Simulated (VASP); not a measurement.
# Fe (Im-3m) in VASP: further runs, part 2 of 2

VASP 6.6.1. Earlier steps stand in the parts before.

### Step 3. Single point, BLYP+D4, collinear spin, ferromagnetic start

This run uses another cell than the first one, of 12.74 Å³/atom.

INCAR reads:

```
SYSTEM = Fe
AGGAC = 1.0
AGGAX = 1.0
ALDAC = 0.0
ALDAX = 1.0
ALGO = Fast
EDIFF = 1E-6
ENCUT = 520
GGA = B5
ISIF = 2
ISMEAR = -1
ISPIN = 2
IVDW = 13
LASPH = .TRUE.
LCHARG = .TRUE.
LELF = .TRUE.
LMAXMIX = 4
LORBIT = 11
LREAL = .FALSE.
LVHAR = .TRUE.
LWAVE = .FALSE.
MAGMOM = 3
NBANDS = 14
NELM = 150
PREC = Accurate
SIGMA = 0.05
VDW_A1 = 0.44488865
VDW_A2 = 4.0933009
VDW_S6 = 1.0
VDW_S8 = 2.34076671
```

KPOINTS reads:

```
k-points
0
G
  13 13 13
  0 0 0
```

POSCAR reads:

```
Fe
1.0
   -1.4713013028      1.4713013028      1.4713013028
    1.4713013028     -1.4713013028      1.4713013028
    1.4713013028      1.4713013028     -1.4713013028
Fe
1
Direct
    0.0000000000      0.0000000000      0.0000000000
```

Potentials or basis: VASP PAW PBE potentials, release 64 (Fe).

Run with:

```console
$ cat potpaw_PBE.64/Fe/POTCAR > POTCAR
$ mpirun -np 1 vasp_std > vasp.out
```

OUTCAR:

```text
SYSTEM = Fe
   EDIFF = 1E-6
   ENCUT = 520
   GGA = B5
   ISIF = 2
   ISMEAR = -1
   ISPIN = 2
   IVDW = 13
   LASPH = .TRUE.
   LORBIT = 11
   LREAL = .FALSE.
   NELM = 150
   PREC = Accurate

 ion  position               nearest neighbor table
   1  0.000  0.000  0.000-

  LATTYP: Found a body centered cubic cell.
 ALAT       =     2.9426026056

  Lattice vectors:

 A1 = (  -1.4713013028,   1.4713013028,   1.4713013028)
 A2 = (   1.4713013028,  -1.4713013028,   1.4713013028)
 A3 = (   1.4713013028,   1.4713013028,  -1.4713013028)

Analysis of symmetry for initial positions (statically):
=====================================================================
 Subroutine PRICEL returns:
 Original cell was already a primitive cell.

 Routine SETGRP: Setting up the symmetry group for a
 body centered cubic supercell.

 Subroutine GETGRP returns: Found 48 space group operations
 (whereof 48 operations were pure point group operations)
 out of a pool of 48 trial point group operations.

The static configuration has the point symmetry O_h .

Analysis of symmetry for dynamics (positions and initial velocities):
=====================================================================
 Subroutine PRICEL returns:
 Original cell was already a primitive cell.

 Routine SETGRP: Setting up the symmetry group for a
 body centered cubic supercell.

 Subroutine GETGRP returns: Found 48 space group operations
 (whereof 48 operations were pure point group operations)
 out of a pool of 48 trial point group operations.

The dynamic configuration has the point symmetry O_h .

Analysis of structural, dynamic, and magnetic symmetry:
=====================================================================
 Subroutine PRICEL returns:
 Original cell was already a primitive cell.

 Routine SETGRP: Setting up the symmetry group for a
 body centered cubic supercell.

 Subroutine GETGRP returns: Found 48 space group operations
 (whereof 48 operations were pure point group operations)
 out of a pool of 48 trial point group operations.

The overall configuration has the point symmetry O_h .

 Subroutine INISYM returns: Found 48 space group operations
 (whereof 48 operations are pure point group operations),
 and found     1 'primitive' translations

----------------------------------------------------------------------------------------

                                     Primitive cell

  volume of cell :      12.7399

  direct lattice vectors                    reciprocal lattice vectors
    -1.471301303  1.471301303  1.471301303     0.000000000  0.339835219  0.339835219
     1.471301303 -1.471301303  1.471301303     0.339835219  0.000000000  0.339835219
     1.471301303  1.471301303 -1.471301303     0.339835219  0.339835219  0.000000000

  length of vectors
     2.548368610  2.548368610  2.548368610     0.480599575  0.480599575  0.480599575

  position of ions in fractional coordinates (direct lattice)
     0.000000000  0.000000000  0.000000000

  ion indices of the primitive-cell ions
   primitive index   ion index
                 1           1

----------------------------------------------------------------------------------------

 KPOINTS: k-points

Automatic generation of k-mesh.
[... 73 lines left out ...]
   ISYM   =      2    0-nonsym 1-usesym 2-fastsym
   POTIM  = 0.5000    time-step for ionic-motion
   TEBEG  =    0.0;   TEEND  =   0.0 temperature during run
   PSTRESS=    0.0 pullay stress
   NELECT =       8.0000    total number of electrons
   NUPDOWN=      -1.0000    fix difference up-down
   EMIN   =  10.00;   EMAX   =-10.00  energy-range for DOS
   EFERMI =   0.00;   METHOD = LEGACY
   ISMEAR =    -1;   SIGMA  =   0.05  broadening in eV -4-tet -1-fermi 0-gaus
   EFERMI_NEDOS =   21; number of points for ismear=-14 and -15
   IALGO  =     68    algorithm
   IMIX   =      4    mixing-type and parameters
     AMIX     =   0.40;   BMIX     =  1.00
     AMIX_MAG =   1.60;   BMIX_MAG =  1.00
  volume/ion in A,a.u.               =      12.74        85.97
  Fermi-wavevector in a.u.,A,eV,Ry     =   1.401898  2.649204 26.739790  1.965319
  Thomas-Fermi vector in A             =   2.524714
   LORBIT       =     11    0 simple, 1 ext, 2 COOP (PROOUT), +10 PAW based schemes
   GGA     = B5    functional components
   LHFCALC =     F    Hartree Fock is set to
   AEXX    =    0.0000 exact exchange contribution
   IVDW    =    13    specifies the selected vdW correction
   LEPSILON=     F    determine dielectric tensor
   LRPA    =     F    only Hartree local field effects (RPA)
 spin polarized calculation
 RMM-DIIS sequential band-by-band and
  energy-cutoff  :      520.00
  volume of cell :       12.74
 maximum number of plane-waves:       370
   NGX =  9   NGY =  9   NGZ =  9

 number of electron       8.0000003 magnetization       2.4255692

 Free energy of the ion-electron system (eV)
  ---------------------------------------------------
  ext. energy  EPLUGINS =         0.00000000
  ---------------------------------------------------
  free energy    TOTEN  =        -7.15539034 eV

  energy without entropy =       -7.14524812  energy(sigma->0) =       -7.15031923

 E-fermi :   5.1927     XC(G=0): -11.8765

 val. band max:        5.1801525160   @ k =   0.3846   0.0000   0.0000
 cond. band min:       5.1962748733   @ k =   0.3846   0.0769   0.0769
 fundamental gap:      0.0161223573
 Fermi energy:         5.1926793710

 spin component 1

 k-point     1 :       0.0000    0.0000    0.0000
  band No.  band energies     occupation
      1      -2.4463      1.00000
      2       3.0653      1.00000
      3       3.0653      1.00000
      4       3.0653      1.00000
      5       4.1284      1.00000
      6       4.1284      1.00000
      7      29.3760      0.00000
      8      29.3760      0.00000
      9      29.3760      0.00000
     10      33.7892      0.00000
     11      33.7892      0.00000
     12      34.7774      0.00000
     13      34.7774      0.00000
     14      34.7774      0.00000
[... 379 lines left out ...]
      3       2.7661      1.00000
      4       4.0779      1.00000
      5       4.2087      1.00000
      6       5.1792      0.56722
      7      17.6203      0.00000
      8      21.7351      0.00000
      9      22.8208      0.00000
     10      30.7267      0.00000
     11      33.8348      0.00000
     12      36.2509      0.00000
     13      38.0271      0.00000
     14      41.0231      0.00000

 [... further k-points ...]

 spin component 2

 k-point     1 :       0.0000    0.0000    0.0000
  band No.  band energies     occupation
      1      -2.2716      1.00000
      2       5.1378      0.74966
      3       5.1379      0.74926
      4       5.1380      0.74923
      5       6.9227      0.00000
      6       6.9229      0.00000
      7      29.1321      0.00000
      8      29.1321      0.00000
      9      29.1321      0.00000
     10      34.0123      0.00000
     11      34.0123      0.00000
     12      35.8415      0.00000
     13      35.8415      0.00000
     14      35.8415      0.00000
[... 379 lines left out ...]
      3       4.4912      1.00000
      4       6.7495      0.00000
      5       7.0226      0.00000
      6       7.3047      0.00000
      7      18.3941      0.00000
      8      22.1598      0.00000
      9      23.5125      0.00000
     10      30.7985      0.00000
     11      34.4124      0.00000
     12      36.5412      0.00000
     13      38.3413      0.00000
     14      41.4813      0.00000

 [... further k-points ...]

------------------------ aborting loop because EDIFF is reached ----------------------------------------

  DFT-D4 for vdW energy calculation

  Edisp (eV):   -0.60338

  FORCE on cell =-STRESS in cart. coord.  units (eV):
  Direction    XX          YY          ZZ          XY          YZ          ZX
  --------------------------------------------------------------------------------------
  -------------------------------------------------------------------------------------
  Total      -1.24987    -1.24987    -1.24987    -0.00000     0.00000    -0.00000
  in kB    -157.18477  -157.18477  -157.18477    -0.00000     0.00000    -0.00000
  external pressure =     -157.18 kB  Pullay stress =        0.00 kB

 VOLUME and BASIS-vectors are now :
 -----------------------------------------------------------------------------
  energy-cutoff  :      520.00
  volume of cell :       12.74
      direct lattice vectors                 reciprocal lattice vectors
    -1.471301303  1.471301303  1.471301303     0.000000000  0.339835219  0.339835219
     1.471301303 -1.471301303  1.471301303     0.339835219  0.000000000  0.339835219
     1.471301303  1.471301303 -1.471301303     0.339835219  0.339835219  0.000000000

 POSITION                                       TOTAL-FORCE (eV/Angst)
 -----------------------------------------------------------------------------------
      0.00000      0.00000      0.00000         0.000000     -0.000000      0.000000
 -----------------------------------------------------------------------------------
    total drift:                                0.000000     -0.000000      0.000000

  FREE ENERGIE OF THE ION-ELECTRON SYSTEM (eV)
  ---------------------------------------------------
  free  energy   TOTEN  =        -7.7587685098 eV

  energy  without entropy=       -7.7486262953  energy(sigma->0) =       -7.75369740

 total charge

# of ion       s       p       d       tot
------------------------------------------
    1        0.445   0.427   6.234   7.106

 magnetization (x)

# of ion       s       p       d       tot
------------------------------------------
    1       -0.015  -0.045   2.492   2.432
```

Wall time 90 s (1 thread of AMD EPYC 7R13, shared host); peak memory 0.12 GiB.

Results:

```yaml
Free_energy: -7.7588 eV
Pressure: -15.7 GPa
Net_moment: 2.43 μB per cell
Site_moments: Fe +2.43 μB
Valence_electrons_inside_the_program's_atomic_spheres: Fe 7.11
Dispersion_energy_per_atom: -0.603 eV
```

Caveat: the cell stands under tension; the PAW data sets were made with another functional, which shifts forces and pressure a little.

### Step 4. Relaxation of cell and atoms, RPBE+D4, collinear spin, ferromagnetic start

This run uses another cell than the first one, of 12.02 Å³/atom.

INCAR reads:

```
SYSTEM = Fe
PREC = Accurate ; ENCUT = 600
EDIFF = 1E-6 ; ISMEAR = -1
SIGMA = 0.05 ; LREAL = .FALSE.
LASPH = .TRUE. ; NELM = 150
ALGO = Normal ; ISIF = 3
LWAVE = .FALSE. ; LCHARG = .FALSE.
ISPIN = 2 ; MAGMOM = 3
LORBIT = 11 ; LMAXMIX = 4
GGA = RP ; IVDW = 13
IBRION = 2 ; NSW = 60
EDIFFG = -0.01
```

KPOINTS reads:

```
regular mesh
0
G
  13 13 13
  0 0 0
```

POSCAR reads:

```
Fe
1.0
   -1.4430000000      1.4430000000      1.4430000000
    1.4430000000     -1.4430000000      1.4430000000
    1.4430000000      1.4430000000     -1.4430000000
Fe
1
Direct
    0.0000000000      0.0000000000      0.0000000000
```

Run with:

```console
$ cat potpaw_PBE.64/Fe/POTCAR > POTCAR
$ mpirun -np 1 vasp_std > vasp.out
```

Run time: 1.9 min. Hardware: 1 thread of AMD EPYC 7R13, shared host; peak memory 0.12 GiB.

Results (log left out):

| Item | Value |
| --- | --- |
| Free energy | -8.4337 eV |
| Relaxed volume | 11.09 Å³/atom |
| Relaxed cell | a = 2.433 Å, b = 2.433 Å, c = 2.433 Å, α = 109.47°, β = 109.47°, γ = 109.47° |
| Space group after relaxing (to 0.1 Å) | Im-3m (No. 229) |
| Energy gained by relaxing | 37.6 meV/atom |
| Ionic steps | 3 |
| Pressure after relaxing | 0.1 GPa |
| Net moment | 2.12 μB per cell |
| Site moments | Fe +2.12 μB |
| Valence electrons inside the program's atomic spheres | Fe 7.31 |
| Dispersion energy per atom | -0.693 eV |

The path:
```csv
step,energy change (eV),largest force (eV/Å),pressure (GPa),volume (Å³)
1,0.0000,0.0000,-11.25,12.02
2,-0.0228,0.0000,10.25,10.61
3,-0.0376,0.0000,0.08,11.09
```

Final structure:
```xyz
1
Lattice="-1.4049 1.4049 1.4049 1.4049 -1.4049 1.4049 1.4049 1.4049 -1.4049" Properties=species:S:1:pos:R:3 pbc="T T T"
Fe    0.0000    0.0000    0.0000
```

Levels at points of the mesh, in eV from the Fermi level:
Spin up:
```
           k point  band 2  band 3  band 4  band 5  band 6  band 7  band 8  band 9
(0.00, 0.00, 0.00)   -2.35   -2.35   -2.35   -1.13   -1.13   25.25   25.25   25.25
```
Spin down:
```csv
k point,band 1,band 2,band 3,band 4,band 5,band 6
"(0.00, 0.00, 0.00)",-8.44,-0.48,-0.48,-0.48,1.68,1.68
```

Caveat: the PAW data sets were made with another functional, which shifts forces and pressure a little.

### Step 5. Overview

| task | level | cell | cutoff (eV) | gap on the mesh (eV) | pressure (GPa) | moment (μB) |
| --- | --- | --- | --- | --- | --- | --- |
| single point | BLYP+D4 | a = 2.532 Å, angles 109.5°, 1 atom | 520 | none | -14.4 | 2.36 |
| single point | BLYP+D4 | a = 2.548 Å, angles 109.5°, 1 atom | 520 | none | -15.7 | 2.43 |
| relaxation of cell and atoms | RPBE+D4 | relaxed from a = 2.499 Å, angles 109.5°, 1 atom | 600 | none | 0.1 | 2.12 |

Alike in all rows: potentials or basis VASP PAW PBE potentials, release 64 (Fe); spin collinear, ferromagnetic start; k mesh 13 × 13 × 13; smearing fermi-dirac 0.05 eV.

Caveats: the PAW data sets were made with another functional, which shifts forces and pressure a little; the cell stands under tension (at least some runs).

Total energies depend on the potentials used, so only differences within one code and one set of settings carry meaning.
